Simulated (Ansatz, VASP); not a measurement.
**Two plane-wave programs on Na**

```
Na
1.0
    -2.03809    2.11750    2.03809
     2.19691   -2.11750    2.19691
     2.03809    2.11750   -2.03809
Na
1
Direct
  0.00000 0.00000 0.00000
```

Change from the starting cell: strain +0.0750 x Voigt [0, 0, 0, 0, 1, 0], atoms carried along.

Alike in both runs: task single point; functional PBE; k mesh 16 × 16 × 16; occupations gaussian, width 0.15 eV; no spin polarisation.

|  | VASP | Ansatz |
| --- | --- | --- |
| version | VASP 6.6.1 | Ansatz 0.2.0 |
| potentials or method | VASP PAW PBE potentials, release 64 (Na_pv), cutoff 520 eV | scalar-relativistic, plane waves, PAW |
| valence electrons in the cell | 7 | 9 |

```tsv
	VASP	Ansatz	Ansatz less VASP
gap on the k mesh at the Fermi level (eV)	none	none	-
pressure (GPa)	-0.2	-0.2	+0.01
traceless stress, the component that is largest in VASP (GPa)	-0.47	-0.47	0.000
```

A gap of «none» marks a metal or a gap that the smearing closes. VASP's potentials hold 7 valence electrons a cell and Ansatz's 9, so a difference there can come from the potentials and not from the codes.
